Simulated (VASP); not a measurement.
# YTi2 (C15 type) (Fd-3m) in VASP: single point with PBEsol

Aim: the single point of YTi2 (C15 type) with PBEsol.

Program: VASP 6.6.1. These are calculated values, not measurements. Logs are shortened: lines on timing, memory, paths and dates and some standing lists are left out, and cuts for length are marked.

### Step 1. The cell of the first run

It takes space group Fd-3m (No. 227, cubic). Conventional cell: a = 8.028 Å, b = 8.028 Å, c = 8.028 Å, α = 90.00°, β = 90.00°, γ = 90.00°. Y (site symmetry -43m) has 12 Ti at 3.33 Å and 4 Y at 3.48 Å within 4.4 Å. Within 3.7 Å of Ti (site symmetry -3m) lie 6 Ti at 2.84 Å and 6 Y at 3.33 Å.

### Step 2. Single point, PBEsol

File INCAR:

```
SYSTEM = YTi2
ALGO     = Normal         ! electronic algorithm
EDIFF    = 1E-6           ! SCF threshold, eV
ENCUT    = 520            ! plane-wave cutoff, eV
GGA      = PS             ! functional
ISIF     = 2              ! what is computed and relaxed
ISMEAR   = -1             ! smearing method
LASPH    = .True.         ! aspherical terms in the spheres
LCHARG   = .False.        ! write CHGCAR
LREAL    = .False.        ! projectors in reciprocal space
LWAVE    = .False.        ! write WAVECAR
NBANDS   = 44             ! bands
NELM     = 60             ! most SCF steps
PREC     = Accurate       ! precision mode
SIGMA    = 0.05           ! smearing width, eV
```

File KPOINTS:

```
k-points
0
Gamma
  7 7 7
  0 0 0
```

File POSCAR:

```
YTi2
1.0
    0.0000000000      4.0142074251      4.0142074251
    4.0142074251      0.0000000000      4.0142074251
    4.0142074251      4.0142074251      0.0000000000
Y Ti
2 4
Direct
    0.1250000000      0.1250000000      0.1250000000
   -0.1250000000     -0.1250000000     -0.1250000000
    0.5000000000      0.5000000000      0.5000000000
    0.5000000000      0.5000000000      0.0000000000
    0.5000000000      0.0000000000      0.5000000000
    0.0000000000      0.5000000000      0.5000000000
```

Potentials or basis: VASP PAW PBE potentials, release 64 (Y_sv, Ti_sv).

Run with:

```bash
> cat potpaw_PBE.64/Y_sv/POTCAR potpaw_PBE.64/Ti_sv/POTCAR > POTCAR
> mpirun -np 1 vasp_std > vasp.out
```

OUTCAR:

```text
SYSTEM = YTi2
   EDIFF = 1E-6
   ENCUT = 520
   GGA = PS
   ISIF = 2
   ISMEAR = -1
   LASPH = .True.
   LREAL = .False.
   NELM = 60
   PREC = Accurate

 ion  position               nearest neighbor table
   1  0.125  0.125  0.125-   5 3.33   6 3.33   5 3.33   6 3.33   3 3.33   4 3.33   3 3.33   4 3.33
                             6 3.33   4 3.33   3 3.33   5 3.33   2 3.48   2 3.48   2 3.48   2 3.48
   2  0.875  0.875  0.875-   3 3.33   4 3.33   3 3.33   4 3.33   5 3.33   6 3.33   5 3.33   6 3.33
                             6 3.33   4 3.33   3 3.33   5 3.33   1 3.48   1 3.48   1 3.48   1 3.48
   3  0.500  0.500  0.500-   4 2.84   5 2.84   6 2.84   4 2.84   5 2.84   6 2.84   2 3.33   1 3.33
                             2 3.33   1 3.33   2 3.33   1 3.33
   4  0.500  0.500  0.000-   3 2.84   3 2.84   5 2.84   6 2.84   5 2.84   6 2.84   2 3.33   1 3.33
                             2 3.33   1 3.33   1 3.33   2 3.33
   5  0.500  0.000  0.500-   3 2.84   4 2.84   3 2.84   4 2.84   6 2.84   6 2.84   2 3.33   1 3.33
                             2 3.33   1 3.33   2 3.33   1 3.33
   6  0.000  0.500  0.500-   3 2.84   4 2.84   5 2.84   3 2.84   4 2.84   5 2.84   2 3.33   1 3.33
                             2 3.33   1 3.33   1 3.33   2 3.33

  LATTYP: Found a face centered cubic cell.
 ALAT       =     8.0284148502

  Lattice vectors:

 A1 = (   0.0000000000,   4.0142074251,   4.0142074251)
 A2 = (   4.0142074251,   0.0000000000,   4.0142074251)
 A3 = (   4.0142074251,   4.0142074251,   0.0000000000)

Analysis of symmetry for initial positions (statically):
=====================================================================
 Subroutine PRICEL returns:
 Original cell was already a primitive cell.

 Routine SETGRP: Setting up the symmetry group for a
 face centered cubic supercell.

 Subroutine GETGRP returns: Found 48 space group operations
 (whereof 12 operations were pure point group operations)
 out of a pool of 48 trial point group operations.

The static configuration has the point symmetry D_3d.
 The point group associated with its full space group is O_h .

Analysis of symmetry for dynamics (positions and initial velocities):
=====================================================================
 Subroutine PRICEL returns:
 Original cell was already a primitive cell.

 Routine SETGRP: Setting up the symmetry group for a
 face centered cubic supercell.

 Subroutine GETGRP returns: Found 48 space group operations
 (whereof 12 operations were pure point group operations)
 out of a pool of 48 trial point group operations.

The dynamic configuration has the point symmetry D_3d.
 The point group associated with its full space group is O_h .

 Subroutine INISYM returns: Found 48 space group operations
 (whereof 12 operations are pure point group operations),
 and found     1 'primitive' translations

----------------------------------------------------------------------------------------

                                     Primitive cell

  volume of cell :     129.3688

  direct lattice vectors                    reciprocal lattice vectors
     0.000000000  4.014207425  4.014207425    -0.124557589  0.124557589  0.124557589
     4.014207425  0.000000000  4.014207425     0.124557589 -0.124557589  0.124557589
     4.014207425  4.014207425  0.000000000     0.124557589  0.124557589 -0.124557589

  length of vectors
     5.676946583  5.676946583  5.676946583     0.215740073  0.215740073  0.215740073

  position of ions in fractional coordinates (direct lattice)
     0.125000000  0.125000000  0.125000000
     0.875000000  0.875000000  0.875000000
     0.500000000  0.500000000  0.500000000
     0.500000000  0.500000000  0.000000000
     0.500000000  0.000000000  0.500000000
     0.000000000  0.500000000  0.500000000

  ion indices of the primitive-cell ions
   primitive index   ion index
                 1           1
                 2           2
                 3           3
                 4           4
                 5           5
                 6           6

----------------------------------------------------------------------------------------

 KPOINTS: k-points

Automatic generation of k-mesh.
 Grid dimensions read from file:
 generate k-points for:    7    7    7

 Generating k-lattice:

  Cartesian coordinates                     Fractional coordinates (reciprocal lattice)
    -0.017793941  0.017793941  0.017793941     0.142857143  0.000000000  0.000000000
     0.017793941 -0.017793941  0.017793941     0.000000000  0.142857143  0.000000000
     0.017793941  0.017793941 -0.017793941     0.000000000  0.000000000  0.142857143

  Length of vectors
     0.030820010  0.030820010  0.030820010

  Shift w.r.t. Gamma in fractional coordinates (k-lattice)
     0.000000000  0.000000000  0.000000000

 Subroutine IBZKPT returns following result:
 ===========================================

 Found     20 irreducible k-points:

 Following reciprocal coordinates:
            Coordinates               Weight
  0.000000  0.000000  0.000000      1.000000
  0.142857  0.000000  0.000000      8.000000
  0.285714  0.000000  0.000000      8.000000
  0.428571  0.000000  0.000000      8.000000
  0.142857  0.142857  0.000000      6.000000
  0.285714  0.142857  0.000000     24.000000
[... 12 lines left out ...]
 -0.428571  0.428571  0.142857     24.000000
 -0.285714  0.428571  0.142857     24.000000
   k-points           NKPTS =     20   k-points in BZ     NKDIM =     20   number of bands    NBANDS=     44
   number of dos      NEDOS =    301   number of ions     NIONS =      6
   total plane-waves  NPLWV =  74088
   dimension x,y,z NGX =    42 NGY =   42 NGZ =   42
   dimension x,y,z NGXF=    84 NGYF=   84 NGZF=   84
   ions per type =               2   4
   NGX,Y,Z   is equivalent  to a cutoff of  12.30, 12.30, 12.30 a.u.
   NGXF,Y,Z  is equivalent  to a cutoff of  24.60, 24.60, 24.60 a.u.
 SYSTEM =  YTi2
   PREC   = accura    normal or accurate (medium, high low for compatibility)
   ISTART =      0    job   : 0-new  1-cont  2-samecut
   ICHARG =      2    charge: 1-file 2-atom 10-const
   ISPIN  =      1    spin polarized calculation?
   LNONCOLLINEAR =      F non collinear calculations
   LSORBIT =      F    spin-orbit coupling
   LASPH  =      T    aspherical Exc in radial PAW
   ENCUT  =  520.0 eV  38.22 Ry    6.18 a.u.  10.56 10.56 10.56*2*pi/ulx,y,z
   NELM   =     60;   NELMIN=  2; NELMDL= -5     # of ELM steps
   EDIFF  = 0.1E-05   stopping-criterion for ELM
   LREAL  =      F    real-space projection
   EDIFFG = 0.1E-04   stopping-criterion for IOM
   NSW    =      0    number of steps for IOM
   IBRION =     -1    ionic relax: 0-MD 1-quasi-New 2-CG
   NFREE  =      0    steps in history (QN), initial steepest desc. (CG)
   ISIF   =      2    stress and relaxation
   ISYM   =      2    0-nonsym 1-usesym 2-fastsym
   POTIM  = 0.5000    time-step for ionic-motion
   TEBEG  =    0.0;   TEEND  =   0.0 temperature during run
   PSTRESS=    0.0 pullay stress
   NELECT =      70.0000    total number of electrons
   NUPDOWN=      -1.0000    fix difference up-down
   EMIN   =  10.00;   EMAX   =-10.00  energy-range for DOS
   EFERMI =   0.00;   METHOD = LEGACY
   ISMEAR =    -1;   SIGMA  =   0.05  broadening in eV -4-tet -1-fermi 0-gaus
   EFERMI_NEDOS =   21; number of points for ismear=-14 and -15
   IALGO  =     38    algorithm
   IMIX   =      4    mixing-type and parameters
     AMIX     =   0.40;   BMIX     =  1.00
     AMIX_MAG =   1.60;   BMIX_MAG =  1.00
  volume/ion in A,a.u.               =      21.56       145.50
  Fermi-wavevector in a.u.,A,eV,Ry     =   1.334026  2.520944 24.213281  1.779626
  Thomas-Fermi vector in A             =   2.462839
   LORBIT       =      0    0 simple, 1 ext, 2 COOP (PROOUT), +10 PAW based schemes
   GGA     = PS    functional components
   LHFCALC =     F    Hartree Fock is set to
   AEXX    =    0.0000 exact exchange contribution
   IVDW    =     0    specifies the selected vdW correction
   LEPSILON=     F    determine dielectric tensor
   LRPA    =     F    only Hartree local field effects (RPA)
 non-spin polarized calculation
  energy-cutoff  :      520.00
  volume of cell :      129.37
 maximum number of plane-waves:      3512
 NGX is ok and might be reduce to    42
   NGX = 21   NGY = 21   NGZ = 21

 number of electron      69.9999974 magnetization

 Free energy of the ion-electron system (eV)
  ---------------------------------------------------
  ext. energy  EPLUGINS =         0.00000000
  ---------------------------------------------------
  free energy    TOTEN  =       -44.95496366 eV

  energy without entropy =      -44.72822934  energy(sigma->0) =      -44.84159650

 E-fermi :   5.8182     XC(G=0): -10.8396

 val. band max:        5.8156538871   @ k =  -0.4286   0.4286   0.0000
 cond. band min:       5.8271548436   @ k =  -0.2857   0.2857   0.0000
 fundamental gap:      0.0115009565
 Fermi energy:         5.8181852514

 k-point     1 :       0.0000    0.0000    0.0000
  band No.  band energies     occupation
      1     -50.4660      2.00000
      2     -50.3567      2.00000
      3     -50.3567      2.00000
      4     -50.3567      2.00000
      5     -36.0491      2.00000
      6     -35.9833      2.00000
[... 36 lines left out ...]
     43       7.6938      0.00000
     44       7.9932      0.00000

 k-point     2 :       0.1429    0.0000    0.0000
  band No.  band energies     occupation
      1     -50.4620      2.00000
      2     -50.3607      2.00000
      3     -50.3567      2.00000
      4     -50.3567      2.00000
      5     -36.0468      2.00000
      6     -35.9857      2.00000
[... 36 lines left out ...]
     43       7.7163      0.00000
     44       7.9545      0.00000

 k-point     3 :       0.2857    0.0000    0.0000
  band No.  band energies     occupation
      1     -50.4517      2.00000
      2     -50.3713      2.00000
      3     -50.3567      2.00000
      4     -50.3567      2.00000
      5     -36.0408      2.00000
      6     -35.9920      2.00000
[... 788 lines left out ...]
     43       7.5975      0.00000
     44       7.7120      0.00000

 k-point    20 :      -0.2857    0.4286    0.1429
  band No.  band energies     occupation
      1     -50.4192      2.00000
      2     -50.4040      2.00000
      3     -50.3568      2.00000
      4     -50.3568      2.00000
      5     -36.0213      2.00000
      6     -36.0120      2.00000
[... 36 lines left out ...]
     43       7.5286      0.00000
     44       7.5293      0.00000

------------------------ aborting loop because EDIFF is reached ----------------------------------------

  FORCE on cell =-STRESS in cart. coord.  units (eV):
  Direction    XX          YY          ZZ          XY          YZ          ZX
  --------------------------------------------------------------------------------------
  -------------------------------------------------------------------------------------
  Total       -0.2228531     -0.2228531     -0.2228531     -0.0000000      0.0000000     -0.0000000
  in kB       -2.7599418     -2.7599418     -2.7599418     -0.0000000      0.0000000     -0.0000000
  external PRESSURE =      -2.7599418 kB  Pullay stress =       0.0000000 kB

 VOLUME and BASIS-vectors are now :
 -----------------------------------------------------------------------------
  energy-cutoff  :      520.00
  volume of cell :      129.37
      direct lattice vectors                 reciprocal lattice vectors
     0.000000000  4.014207425  4.014207425    -0.124557589  0.124557589  0.124557589
     4.014207425  0.000000000  4.014207425     0.124557589 -0.124557589  0.124557589
     4.014207425  4.014207425  0.000000000     0.124557589  0.124557589 -0.124557589

 POSITION                                       TOTAL-FORCE (eV/Angst)
 -----------------------------------------------------------------------------------
      1.00355      1.00355      1.00355         0.000000      0.000000      0.000000
      7.02486      7.02486      7.02486        -0.000000     -0.000000     -0.000000
      4.01421      4.01421      4.01421        -0.000000      0.000000     -0.000000
      2.00710      2.00710      4.01421        -0.000000      0.000000     -0.000000
      2.00710      4.01421      2.00710        -0.000000      0.000000     -0.000000
      4.01421      2.00710      2.00710        -0.000000      0.000000     -0.000000
 -----------------------------------------------------------------------------------
    total drift:                               -0.000000     -0.000000     -0.000000

  FREE ENERGIE OF THE ION-ELECTRON SYSTEM (eV)
  ---------------------------------------------------
  free  energy   TOTEN  =       -44.9549636633 eV

  energy  without entropy=      -44.7282293449  energy(sigma->0) =      -44.84159650
```

It took 5 min on 1 thread of AMD EPYC 7R13, shared host; peak memory 0.28 GiB.

What came out:

- Free energy: -44.9550 eV
- Pressure: -0.3 GPa
- Band gap on the k mesh: zero (band 35 reaches 5.85 eV, above the bottom of band 36 at 5.76 eV)

Levels at points of the mesh, in eV from the Fermi level:
```
           k point  band 33  band 34  band 35  band 36  band 37  band 38
(0.00, 0.00, 0.00)    -0.15    -0.15    -0.06    -0.06     0.39     0.39
```

Caveat: the PAW data sets were made with another functional, which shifts forces and pressure a little.
